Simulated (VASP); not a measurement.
# CdSe (CsCl type) (Pm-3m) in VASP: further runs, part 2 of 2

VASP 6.6.1. The steps go on from the part before.

### Step 4. Single point, PBE (volume scaled by 0.88)

INCAR reads:

```
SYSTEM = CdSe
PREC = Accurate
ENCUT = 520
EDIFF = 1E-7
ISMEAR = -1
SIGMA = 0.05
LREAL = .False.
LASPH = .True.
NELM = 100
ALGO = Normal
ISIF = 2
LWAVE = .False.
LCHARG = .False.
GGA = PE
NBANDS = 16
```

KPOINTS reads:

```
regular mesh
0
Gamma
  12 12 12
  0 0 0
```

POSCAR reads:

```
CdSe
1.0
    3.4078233698      0.0000000000      0.0000000000
    0.0000000000      3.4078233698      0.0000000000
    0.0000000000      0.0000000000      3.4078233698
Cd Se
1 1
Direct
    0.0000000000      0.0000000000      0.0000000000
    0.5000000000      0.5000000000      0.5000000000
```

Potentials or basis: VASP PAW PBE potentials, release 64 (Cd, Se).

Launch:

```
> cat potpaw_PBE.64/Cd/POTCAR potpaw_PBE.64/Se/POTCAR > POTCAR
> mpirun -np 1 vasp_std > vasp.out
```

OUTCAR:

```text
SYSTEM = CdSe
   PREC = Accurate
   ENCUT = 520
   EDIFF = 1E-7
   ISMEAR = -1
   LREAL = .False.
   LASPH = .True.
   NELM = 100
   ISIF = 2
   GGA = PE

 ion  position               nearest neighbor table
   1  0.000  0.000  0.000-   2 2.95   2 2.95   2 2.95   2 2.95   2 2.95   2 2.95   2 2.95   2 2.95

   2  0.500  0.500  0.500-   1 2.95   1 2.95   1 2.95   1 2.95   1 2.95   1 2.95   1 2.95   1 2.95

  LATTYP: Found a simple cubic cell.
 ALAT       =     3.4078233698

  Lattice vectors:

 A1 = (   3.4078233698,   0.0000000000,   0.0000000000)
 A2 = (   0.0000000000,   3.4078233698,   0.0000000000)
 A3 = (   0.0000000000,   0.0000000000,   3.4078233698)

Analysis of symmetry for initial positions (statically):
=====================================================================
 Subroutine PRICEL returns:
 Original cell was already a primitive cell.

 Routine SETGRP: Setting up the symmetry group for a
 simple cubic supercell.

 Subroutine GETGRP returns: Found 48 space group operations
 (whereof 48 operations were pure point group operations)
 out of a pool of 48 trial point group operations.

The static configuration has the point symmetry O_h .

Analysis of symmetry for dynamics (positions and initial velocities):
=====================================================================
 Subroutine PRICEL returns:
 Original cell was already a primitive cell.

 Routine SETGRP: Setting up the symmetry group for a
 simple cubic supercell.

 Subroutine GETGRP returns: Found 48 space group operations
 (whereof 48 operations were pure point group operations)
 out of a pool of 48 trial point group operations.

The dynamic configuration has the point symmetry O_h .

 Subroutine INISYM returns: Found 48 space group operations
 (whereof 48 operations are pure point group operations),
 and found     1 'primitive' translations

----------------------------------------------------------------------------------------

                                     Primitive cell

  volume of cell :      39.5759

  direct lattice vectors                    reciprocal lattice vectors
     3.407823370  0.000000000  0.000000000     0.293442439  0.000000000  0.000000000
     0.000000000  3.407823370  0.000000000     0.000000000  0.293442439  0.000000000
     0.000000000  0.000000000  3.407823370     0.000000000  0.000000000  0.293442439

  length of vectors
     3.407823370  3.407823370  3.407823370     0.293442439  0.293442439  0.293442439

  position of ions in fractional coordinates (direct lattice)
     0.000000000  0.000000000  0.000000000
     0.500000000  0.500000000  0.500000000

  ion indices of the primitive-cell ions
   primitive index   ion index
                 1           1
                 2           2

----------------------------------------------------------------------------------------

 KPOINTS: regular mesh

Automatic generation of k-mesh.
 Grid dimensions read from file:
 generate k-points for:   12   12   12

 Generating k-lattice:

  Cartesian coordinates                     Fractional coordinates (reciprocal lattice)
     0.024453537  0.000000000  0.000000000     0.083333333  0.000000000  0.000000000
     0.000000000  0.024453537  0.000000000     0.000000000  0.083333333  0.000000000
     0.000000000  0.000000000  0.024453537     0.000000000  0.000000000  0.083333333

  Length of vectors
     0.024453537  0.024453537  0.024453537

  Shift w.r.t. Gamma in fractional coordinates (k-lattice)
     0.000000000  0.000000000  0.000000000

 Subroutine IBZKPT returns following result:
 ===========================================

 Found     84 irreducible k-points:

 Following reciprocal coordinates:
            Coordinates               Weight
  0.000000  0.000000  0.000000      1.000000
  0.083333  0.000000  0.000000      6.000000
  0.166667  0.000000  0.000000      6.000000
  0.250000  0.000000  0.000000      6.000000
  0.333333  0.000000  0.000000      6.000000
  0.416667  0.000000  0.000000      6.000000
[... 16 lines left out ...]
  0.333333  0.333333  0.000000     12.000000
  0.416667  0.333333  0.000000     24.000000
 [... further k-points ...]
   k-points           NKPTS =     84   k-points in BZ     NKDIM =     84   number of bands    NBANDS=     16
   number of dos      NEDOS =    301   number of ions     NIONS =      2
   total plane-waves  NPLWV =  21952
   dimension x,y,z NGX =    28 NGY =   28 NGZ =   28
   dimension x,y,z NGXF=    56 NGYF=   56 NGZF=   56
   ions per type =               1   1
   NGX,Y,Z   is equivalent  to a cutoff of  13.66, 13.66, 13.66 a.u.
   NGXF,Y,Z  is equivalent  to a cutoff of  27.32, 27.32, 27.32 a.u.
 SYSTEM =  CdSe
   PREC   = accura    normal or accurate (medium, high low for compatibility)
   ISTART =      0    job   : 0-new  1-cont  2-samecut
   ICHARG =      2    charge: 1-file 2-atom 10-const
   ISPIN  =      1    spin polarized calculation?
   LNONCOLLINEAR =      F non collinear calculations
   LSORBIT =      F    spin-orbit coupling
   LASPH  =      T    aspherical Exc in radial PAW
   ENCUT  =  520.0 eV  38.22 Ry    6.18 a.u.   6.34  6.34  6.34*2*pi/ulx,y,z
   NELM   =    100;   NELMIN=  2; NELMDL= -5     # of ELM steps
   EDIFF  = 0.1E-06   stopping-criterion for ELM
   LREAL  =      F    real-space projection
   EDIFFG = 0.1E-05   stopping-criterion for IOM
   NSW    =      0    number of steps for IOM
   IBRION =     -1    ionic relax: 0-MD 1-quasi-New 2-CG
   NFREE  =      0    steps in history (QN), initial steepest desc. (CG)
   ISIF   =      2    stress and relaxation
   ISYM   =      2    0-nonsym 1-usesym 2-fastsym
   POTIM  = 0.5000    time-step for ionic-motion
   TEBEG  =    0.0;   TEEND  =   0.0 temperature during run
   PSTRESS=    0.0 pullay stress
   NELECT =      18.0000    total number of electrons
   NUPDOWN=      -1.0000    fix difference up-down
   EMIN   =  10.00;   EMAX   =-10.00  energy-range for DOS
   EFERMI =   0.00;   METHOD = LEGACY
   ISMEAR =    -1;   SIGMA  =   0.05  broadening in eV -4-tet -1-fermi 0-gaus
   EFERMI_NEDOS =   21; number of points for ismear=-14 and -15
   IALGO  =     38    algorithm
   IMIX   =      4    mixing-type and parameters
     AMIX     =   0.40;   BMIX     =  1.00
     AMIX_MAG =   1.60;   BMIX_MAG =  1.00
  volume/ion in A,a.u.               =      19.79       133.54
  Fermi-wavevector in a.u.,A,eV,Ry     =   1.258989  2.379144 21.565958  1.585053
  Thomas-Fermi vector in A             =   2.392571
   LORBIT       =      0    0 simple, 1 ext, 2 COOP (PROOUT), +10 PAW based schemes
   GGA     = PE    functional components
   LHFCALC =     F    Hartree Fock is set to
   AEXX    =    0.0000 exact exchange contribution
   IVDW    =     0    specifies the selected vdW correction
   LEPSILON=     F    determine dielectric tensor
   LRPA    =     F    only Hartree local field effects (RPA)
 non-spin polarized calculation
  energy-cutoff  :      520.00
  volume of cell :       39.58
 maximum number of plane-waves:      1081
 NGX is ok and might be reduce to    28
   NGX = 13   NGY = 13   NGZ = 13

 number of electron      17.9999996 magnetization

 Free energy of the ion-electron system (eV)
  ---------------------------------------------------
  ext. energy  EPLUGINS =         0.00000000
  ---------------------------------------------------
  free energy    TOTEN  =        -4.14052570 eV

  energy without entropy =       -4.13029364  energy(sigma->0) =       -4.13540967

 E-fermi :   4.4717     XC(G=0): -11.0457

 val. band max:        4.4635774196   @ k =   0.5000   0.4167   0.0833
 cond. band min:       4.4855360218   @ k =   0.5000   0.5000   0.0833
 fundamental gap:      0.0219586023
 Fermi energy:         4.4716612283

 k-point     1 :       0.0000    0.0000    0.0000
  band No.  band energies     occupation
      1      -9.9615      2.00000
      2      -4.5754      2.00000
      3      -4.5754      2.00000
      4      -3.9949      2.00000
      5      -3.9949      2.00000
      6      -3.9949      2.00000
[... 8 lines left out ...]
     15      16.2501      0.00000
     16      19.8387      0.00000
[... 419 lines left out ...]
 k-point    24 :       0.4167    0.3333    0.0000
  band No.  band energies     occupation
      1      -8.5052      2.00000
      2      -4.4114      2.00000
      3      -4.1894      2.00000
      4      -4.1265      2.00000
      5      -3.9892      2.00000
      6      -3.9519      2.00000
[... 8 lines left out ...]
     15      16.1461      0.00000
     16      18.8713      0.00000

 [... further k-points ...]

------------------------ aborting loop because EDIFF is reached ----------------------------------------

  FORCE on cell =-STRESS in cart. coord.  units (eV):
  Direction    XX          YY          ZZ          XY          YZ          ZX
  --------------------------------------------------------------------------------------
  -------------------------------------------------------------------------------------
  Total        2.6433382      2.6433382      2.6433382     -0.0000000     -0.0000000     -0.0000000
  in kB      107.0119014    107.0119014    107.0119014     -0.0000000     -0.0000000     -0.0000000
  external PRESSURE =     107.0119014 kB  Pullay stress =       0.0000000 kB

 VOLUME and BASIS-vectors are now :
 -----------------------------------------------------------------------------
  energy-cutoff  :      520.00
  volume of cell :       39.58
      direct lattice vectors                 reciprocal lattice vectors
     3.407823370  0.000000000  0.000000000     0.293442439  0.000000000  0.000000000
     0.000000000  3.407823370  0.000000000     0.000000000  0.293442439  0.000000000
     0.000000000  0.000000000  3.407823370     0.000000000  0.000000000  0.293442439

 POSITION                                       TOTAL-FORCE (eV/Angst)
 -----------------------------------------------------------------------------------
      0.00000      0.00000      0.00000         0.000000      0.000000      0.000000
      1.70391      1.70391      1.70391         0.000000      0.000000      0.000000
 -----------------------------------------------------------------------------------
    total drift:                               -0.000000      0.000000     -0.000000

  FREE ENERGIE OF THE ION-ELECTRON SYSTEM (eV)
  ---------------------------------------------------
  free  energy   TOTEN  =        -4.1405256959 eV

  energy  without entropy=       -4.1302936357  energy(sigma->0) =       -4.13540967
```

OSZICAR:

```text
N       E                     dE             d eps       ncg     rms          rms(c)
DAV:   1     0.108647275158E+03    0.10865E+03   -0.93040E+03  2768   0.107E+03
DAV:   2    -0.118461865130E+01   -0.10983E+03   -0.10298E+03  3288   0.257E+02
DAV:   3    -0.460459122846E+01   -0.34200E+01   -0.34123E+01  3176   0.470E+01
DAV:   4    -0.461273099806E+01   -0.81398E-02   -0.81395E-02  3376   0.231E+00
DAV:   5    -0.461275554479E+01   -0.24547E-04   -0.24547E-04  3224   0.116E-01    0.636E+00
DAV:   6    -0.415264059867E+01    0.46011E+00   -0.72311E-01  3248   0.108E+01    0.546E+00
DAV:   7    -0.414326065291E+01    0.93799E-02   -0.89218E-02  3008   0.236E+00    0.271E+00
DAV:   8    -0.414067970138E+01    0.25810E-02   -0.68172E-03  3112   0.102E+00    0.289E-01
DAV:   9    -0.414051255824E+01    0.16714E-03   -0.70175E-04  3416   0.355E-01    0.408E-02
DAV:  10    -0.414052298488E+01   -0.10427E-04   -0.92198E-05  2896   0.104E-01    0.261E-02
DAV:  11    -0.414052559248E+01   -0.26076E-05   -0.90765E-06  3096   0.269E-02    0.108E-02
DAV:  12    -0.414052578620E+01   -0.19372E-06   -0.66258E-07  3376   0.740E-03    0.136E-03
DAV:  13    -0.414052569588E+01    0.90320E-07   -0.25221E-08  1656   0.121E-03
   1 F= -.41405257E+01 E0= -.41354097E+01  d E =-.102321E-01
```

stdout:

```text
POSCAR found type information on POSCAR CdSe
 POSCAR found :  2 types and       2 ions
 scaLAPACK will be used
 LDA part: xc-table for (Slater+PW92), standard interpolation
 POSCAR, INCAR and KPOINTS ok, starting setup
 FFT: planning ... GRIDC
 FFT: planning ... GRID_SOFT
 FFT: planning ... GRID
 WAVECAR not read
 entering main loop
```

Run time: 42 s. Hardware: 1 thread of Intel Xeon 6975P-C, shared host; peak memory 0.19 GiB.

What came out:

```yaml
Free_energy: -4.1405 eV
Pressure: 10.7 GPa
Band_gap_on_the_k_mesh: zero (band 9 reaches 4.71 eV, above the bottom of band 10 at 3.33 eV)
```

### Step 5. Single point, PBE (volume scaled by 0.94)

INCAR reads:

```
SYSTEM = CdSe
ALGO     = Normal         ! electronic algorithm
EDIFF    = 1E-6           ! SCF threshold, eV
ENCUT    = 520            ! plane-wave cutoff, eV
GGA      = PE             ! functional
ISIF     = 2              ! what is computed and relaxed
ISMEAR   = -1             ! smearing method
LASPH    = .TRUE.         ! aspherical terms in the spheres
LCHARG   = .FALSE.        ! write CHGCAR
LREAL    = .FALSE.        ! projectors in reciprocal space
LWAVE    = .FALSE.        ! write WAVECAR
NBANDS   = 16             ! bands
NELM     = 100            ! most SCF steps
PREC     = Accurate       ! precision mode
SIGMA    = 0.05           ! smearing width, eV
```

KPOINTS reads:

```
k-points
0
G
  12 12 12
  0 0 0
```

POSCAR reads:

```
CdSe
1.0
    3.4835774506      0.0000000000      0.0000000000
    0.0000000000      3.4835774506      0.0000000000
    0.0000000000      0.0000000000      3.4835774506
Cd Se
1 1
Direct
    0.0000000000      0.0000000000      0.0000000000
    0.5000000000      0.5000000000      0.5000000000
```

Launch:

```
> cat potpaw_PBE.64/Cd/POTCAR potpaw_PBE.64/Se/POTCAR > POTCAR
> mpirun -np 1 vasp_std > vasp.out
```

Run time: 29 s. Hardware: 1 thread of Intel Xeon 6975P-C, shared host; peak memory 0.2 GiB.

Results (log left out):

```yaml
Free_energy: -4.2663 eV
Pressure: 4.6 GPa
Band_gap_on_the_k_mesh: zero (band 9 reaches 4.01 eV, above the bottom of band 10 at 2.58 eV)
```

Levels at points of the mesh, in eV from the Fermi level:
```csv
k point,band 7,band 8,band 9,band 10,band 11,band 12
"(0.00, 0.00, 0.00)",-1.37,-1.23,-1.23,-1.23,6.13,6.13
"(0.50, 0.00, 0.00)",-6.21,0.15,0.15,2.89,4.33,6.72
"(0.50, 0.50, 0.00)",-4.68,-4.68,-1.49,0.27,7.46,7.46
"(0.50, 0.50, 0.50)",-2.24,-2.24,-2.24,1.33,1.33,1.33
```

### Step 6. Overview

```tsv
cell	gap on the mesh (eV)	pressure (GPa)
a = 3.301 Å, 2 atoms	none	23.0
a = 3.408 Å, 2 atoms	none	10.7
a = 3.484 Å, 2 atoms	none	4.6
```

Alike in all rows: task single point; level PBE; potentials or basis VASP PAW PBE potentials, release 64 (Cd, Se); no spin polarisation; k mesh 12 × 12 × 12; cutoff (eV) 520; smearing fermi-dirac 0.05 eV.

Absolute energies hang on the potentials; compare differences alone.
